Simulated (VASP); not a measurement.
# AlGa5As6 (P-4m2) in VASP: a series of runs

Runs on AlGa5As6. Level: PBE. Tasks: single point, relaxation of cell and atoms.

Program: VASP 6.6.1. These are calculated values, not measurements. Logs are shortened: lines on timing, memory, paths and dates and some standing lists are left out, and cuts for length are marked.

## Step 1: The cell of the first run

The structure is tetragonal, space group P-4m2 (No. 115). The conventional cell has a = 3.900 Å, b = 3.900 Å, c = 16.544 Å, α = 90.00°, β = 90.00°, γ = 90.00°. Within 3.2 Å of Al (site symmetry -4m2) lie 4 As at 2.39 Å. Ga (site symmetry 2mm) has 4 As at 2.39 Å within 3.2 Å. Ga (site symmetry -4m2) has 4 As at 2.39 Å within 3.2 Å. Within 3.2 Å of Ga (site symmetry 2mm) lie 4 As at 2.39 Å. Within 3.2 Å of As (site symmetry 2mm) lie 4 Ga at 2.39 Å. Within 3.2 Å of As (site symmetry 2mm) lie 4 Ga at 2.39 Å. As (site symmetry 2mm) has 2 Al at 2.39 Å and 2 Ga at 2.39 Å within 3.2 Å.

## Step 2: Single point, PBE

INCAR reads:

```
SYSTEM = AlGa5As6
PREC = Accurate ; ENCUT = 500
EDIFF = 1E-6 ; ISMEAR = 0
SIGMA = 0.1 ; LREAL = .False.
LASPH = .True. ; NELM = 120
ALGO = Normal ; ISIF = 2
LWAVE = .False. ; LCHARG = .True.
GGA = PE ; LELF = .True.
LVHAR = .True. ; NBANDS = 61
GGA_COMPAT = .False.
```

KPOINTS reads:

```
regular mesh
0
Gamma
  4 4 1
  0 0 0
```

POSCAR reads:

```
AlGa5As6
1.0
    3.8995750300      0.0000000000      0.0000000000
    0.0000000000      3.8995750300      0.0000000000
    0.0000000000      0.0000000000     16.5444957000
Al Ga As
1 5 6
Direct
    0.0000000000      0.0000000000      0.5000000000
    0.0000000000      0.0000000000      0.8333333300
    0.5000000000      0.5000000000      0.0000000000
    0.0000000000      0.0000000000      0.1666666700
    0.5000000000      0.5000000000      0.3333333300
    0.5000000000      0.5000000000      0.6666666700
    0.5000000000      0.0000000000      0.9166666700
    0.0000000000      0.5000000000      0.0833333300
    0.5000000000      0.0000000000      0.2500000000
    0.0000000000      0.5000000000      0.4166666700
    0.5000000000      0.0000000000      0.5833333300
    0.0000000000      0.5000000000      0.7500000000
```

Potentials or basis: VASP PAW PBE potentials, release 64 (Al, Ga_d, As).

Command:

```bash
cat potpaw_PBE.64/Al/POTCAR potpaw_PBE.64/Ga_d/POTCAR potpaw_PBE.64/As/POTCAR > POTCAR
mpirun -np 1 vasp_std > vasp.out
```

OUTCAR:

```text
SYSTEM = AlGa5As6
   PREC = Accurate
   ENCUT = 500
   EDIFF = 1E-6
   ISMEAR = 0
   LREAL = .False.
   LASPH = .True.
   NELM = 120
   ISIF = 2
   GGA = PE

 ion  position               nearest neighbor table
   1  0.000  0.000  0.500-  10 2.39  11 2.39  10 2.39  11 2.39
   2  0.000  0.000  0.833-  12 2.39  12 2.39   7 2.39   7 2.39
   3  0.500  0.500  0.000-   7 2.39   8 2.39   7 2.39   8 2.39
   4  0.000  0.000  0.167-   9 2.39   9 2.39   8 2.39   8 2.39
   5  0.500  0.500  0.333-   9 2.39   9 2.39  10 2.39  10 2.39
   6  0.500  0.500  0.667-  12 2.39  12 2.39  11 2.39  11 2.39
   7  0.500  0.000  0.917-   3 2.39   3 2.39   2 2.39   2 2.39
   8  0.000  0.500  0.083-   3 2.39   3 2.39   4 2.39   4 2.39
   9  0.500  0.000  0.250-   4 2.39   5 2.39   5 2.39   4 2.39
  10  0.000  0.500  0.417-   1 2.39   1 2.39   5 2.39   5 2.39
  11  0.500  0.000  0.583-   1 2.39   1 2.39   6 2.39   6 2.39
  12  0.000  0.500  0.750-   2 2.39   6 2.39   2 2.39   6 2.39

  LATTYP: Found a simple tetragonal cell.
 ALAT       =     3.8995750300
 C/A-ratio  =     4.2426406910

  Lattice vectors:

 A1 = (   3.8995750300,   0.0000000000,   0.0000000000)
 A2 = (   0.0000000000,   3.8995750300,   0.0000000000)
 A3 = (   0.0000000000,   0.0000000000,  16.5444957000)

Analysis of symmetry for initial positions (statically):
=====================================================================
 Subroutine PRICEL returns:
 Original cell was already a primitive cell.

 Routine SETGRP: Setting up the symmetry group for a
 simple tetragonal supercell.

 Subroutine GETGRP returns: Found  8 space group operations
 (whereof  8 operations were pure point group operations)
 out of a pool of 16 trial point group operations.

The static configuration has the point symmetry D_2d.

Analysis of symmetry for dynamics (positions and initial velocities):
=====================================================================
 Subroutine PRICEL returns:
 Original cell was already a primitive cell.

 Routine SETGRP: Setting up the symmetry group for a
 simple tetragonal supercell.

 Subroutine GETGRP returns: Found  8 space group operations
 (whereof  8 operations were pure point group operations)
 out of a pool of 16 trial point group operations.

The dynamic configuration has the point symmetry D_2d.

 Subroutine INISYM returns: Found  8 space group operations
 (whereof  8 operations are pure point group operations),
 and found     1 'primitive' translations

[... 106 lines left out ...]
   NELECT =      98.0000    total number of electrons
   NUPDOWN=      -1.0000    fix difference up-down
   EMIN   =  10.00;   EMAX   =-10.00  energy-range for DOS
   EFERMI =   0.00;   METHOD = LEGACY
   ISMEAR =     0;   SIGMA  =   0.10  broadening in eV -4-tet -1-fermi 0-gaus
   EFERMI_NEDOS =   21; number of points for ismear=-14 and -15
   IALGO  =     38    algorithm
   IMIX   =      4    mixing-type and parameters
     AMIX     =   0.40;   BMIX     =  1.00
     AMIX_MAG =   1.60;   BMIX_MAG =  1.00
  volume/ion in A,a.u.               =      20.97       141.48
  Fermi-wavevector in a.u.,A,eV,Ry     =   1.195604  2.259365 19.449117  1.429470
  Thomas-Fermi vector in A             =   2.331566
   LORBIT       =      0    0 simple, 1 ext, 2 COOP (PROOUT), +10 PAW based schemes
   GGA     = PE    functional components
   LHFCALC =     F    Hartree Fock is set to
   AEXX    =    0.0000 exact exchange contribution
   IVDW    =     0    specifies the selected vdW correction
   LEPSILON=     F    determine dielectric tensor
   LRPA    =     F    only Hartree local field effects (RPA)
 non-spin polarized calculation
 Gauss-broadening in eV      SIGMA  =   0.10
  energy-cutoff  :      500.00
  volume of cell :      251.59
 maximum number of plane-waves:      6436
   NGX = 15   NGY = 15   NGZ = 61

 number of electron      97.9999848 magnetization

 Free energy of the ion-electron system (eV)
  ---------------------------------------------------
  ext. energy  EPLUGINS =         0.00000000
  ---------------------------------------------------
  free energy    TOTEN  =       -49.45707562 eV

  energy without entropy =      -49.45707562  energy(sigma->0) =      -49.45707562

 E-fermi :   5.1477     XC(G=0):  -9.8242

 val. band max:        4.6734897279   @ k =   0.0000   0.0000   0.0000
 cond. band min:       5.9263176217   @ k =   0.0000   0.0000   0.0000
 fundamental gap:      1.2528278938
 Fermi energy:         5.1476560966

 k-point     1 :       0.0000    0.0000    0.0000
  band No.  band energies     occupation
      1     -10.3601      2.00000
      2     -10.3504      2.00000
      3     -10.3173      2.00000
      4     -10.2766      2.00000
      5     -10.2347      2.00000
      6     -10.2320      2.00000
[... 373 lines left out ...]
     60       8.3265      0.00000
     61       8.6143      0.00000

------------------------ aborting loop because EDIFF is reached ----------------------------------------

  FORCE on cell =-STRESS in cart. coord.  units (eV):
  Direction    XX          YY          ZZ          XY          YZ          ZX
  --------------------------------------------------------------------------------------
  -------------------------------------------------------------------------------------
  Total       16.8885640     16.8885640     14.8467423      0.0000000      0.0000000      0.0000000
  in kB      107.5511878    107.5511878     94.5482857      0.0000000      0.0000000      0.0000000
  external PRESSURE =     103.2168871 kB  Pullay stress =       0.0000000 kB

 VOLUME and BASIS-vectors are now :
 -----------------------------------------------------------------------------
  energy-cutoff  :      500.00
  volume of cell :      251.59
      direct lattice vectors                 reciprocal lattice vectors
     3.899575030  0.000000000  0.000000000     0.256438200  0.000000000  0.000000000
     0.000000000  3.899575030  0.000000000     0.000000000  0.256438200  0.000000000
     0.000000000  0.000000000 16.544495700     0.000000000  0.000000000  0.060443063

 POSITION                                       TOTAL-FORCE (eV/Angst)
 -----------------------------------------------------------------------------------
      0.00000      0.00000      8.27225         0.000000      0.000000     -0.000000
      0.00000      0.00000     13.78708        -0.000000      0.000000     -0.000552
      1.94979      1.94979      0.00000         0.000000      0.000000     -0.000000
      0.00000      0.00000      2.75742        -0.000000      0.000000      0.000552
      1.94979      1.94979      5.51483         0.000000     -0.000000     -0.041968
      1.94979      1.94979     11.02966         0.000000     -0.000000      0.041968
      1.94979      0.00000     15.16579         0.000000      0.000000     -0.003122
      0.00000      1.94979      1.37871         0.000000      0.000000      0.003122
      1.94979      0.00000      4.13612         0.000000      0.000000     -0.014027
      0.00000      1.94979      6.89354         0.000000      0.000000      0.121204
      1.94979      0.00000      9.65096         0.000000      0.000000     -0.121204
      0.00000      1.94979     12.40837         0.000000      0.000000      0.014027
 -----------------------------------------------------------------------------------
    total drift:                                0.000000      0.000000      0.000000

  FREE ENERGIE OF THE ION-ELECTRON SYSTEM (eV)
  ---------------------------------------------------
  free  energy   TOTEN  =       -49.4570756178 eV

  energy  without entropy=      -49.4570756178  energy(sigma->0) =      -49.45707562
```

OSZICAR:

```text
N       E                     dE             d eps       ncg     rms          rms(c)
DAV:   1     0.937367903533E+03    0.93737E+03   -0.41457E+04   798   0.216E+03
DAV:   2     0.127616441151E+03   -0.80975E+03   -0.77614E+03   780   0.606E+02
DAV:   3    -0.377232520190E+02   -0.16534E+03   -0.15648E+03   864   0.185E+02
DAV:   4    -0.501058946623E+02   -0.12383E+02   -0.12224E+02   878   0.503E+01
DAV:   5    -0.506379296527E+02   -0.53203E+00   -0.53078E+00   974   0.107E+01    0.809E+00
DAV:   6    -0.496050173151E+02    0.10329E+01   -0.17539E+00  1083   0.130E+01    0.456E+00
DAV:   7    -0.494522020687E+02    0.15282E+00   -0.13285E+00   838   0.422E+00    0.125E+00
DAV:   8    -0.494545951923E+02   -0.23931E-02   -0.20232E-01   907   0.442E+00    0.400E-01
DAV:   9    -0.494560358442E+02   -0.14407E-02   -0.26090E-02   889   0.236E+00    0.103E-01
DAV:  10    -0.494565671730E+02   -0.53133E-03   -0.53724E-03   899   0.108E+00    0.616E-02
DAV:  11    -0.494568962430E+02   -0.32907E-03   -0.15919E-03   939   0.274E-01    0.378E-02
DAV:  12    -0.494570537865E+02   -0.15754E-03   -0.26828E-04   817   0.297E-01    0.102E-02
DAV:  13    -0.494570733184E+02   -0.19532E-04   -0.83953E-05  1104   0.977E-02    0.622E-03
DAV:  14    -0.494570746205E+02   -0.13021E-05   -0.90478E-06   937   0.290E-02    0.325E-03
DAV:  15    -0.494570756178E+02   -0.99734E-06   -0.24789E-06   715   0.109E-02
   1 F= -.49457076E+02 E0= -.49457076E+02  d E =-.124984E-11
```

Run time: 61 s. Hardware: 1 thread of Intel Xeon 6975P-C (Granite Rapids), shared host; peak memory 0.32 GiB.

Results:

```yaml
Free_energy: -49.4571 eV
Pressure: 10.3 GPa
Largest_force: 0.121 eV/Å
Band_gap_on_the_k_mesh: 1.25 eV, direct
```

Forces in eV/Å, atoms in the order of the input:
```
Al   0.000  0.000  0.000
Ga   0.000  0.000 -0.001
Ga   0.000  0.000  0.000
Ga   0.000  0.000  0.001
Ga   0.000  0.000 -0.042
Ga   0.000  0.000  0.042
As   0.000  0.000 -0.003
As   0.000  0.000  0.003
As   0.000  0.000 -0.014
As   0.000  0.000  0.121
As   0.000  0.000 -0.121
As   0.000  0.000  0.014
```

Stress tensor (GPa, compression positive):
```
10.76  0.00  0.00
 0.00 10.76  0.00
 0.00  0.00  9.45
```

Levels at points of the mesh, in eV from the valence-band top:
```csv
k point,band 45,band 46,band 47,band 48,band 49,band 50,band 51,band 52,band 53,band 54
"(0.00, 0.00, 0.00)",-1.04,-1.04,-0.03,0.00,0.00,1.25,1.26,1.50,1.59,1.77
"(0.50, 0.00, 0.00)",-1.31,-1.24,-1.23,-1.21,-1.20,1.84,1.93,1.94,2.32,2.95
"(0.50, 0.50, 0.00)",-3.45,-2.87,-2.87,-2.87,-2.85,1.27,1.27,1.52,1.83,3.12
```

A k mesh can miss the band edges. Expect the measured gap to be larger: semilocal functionals such as PBE lack the derivative discontinuity.

(Continued in part 2 of 2.)
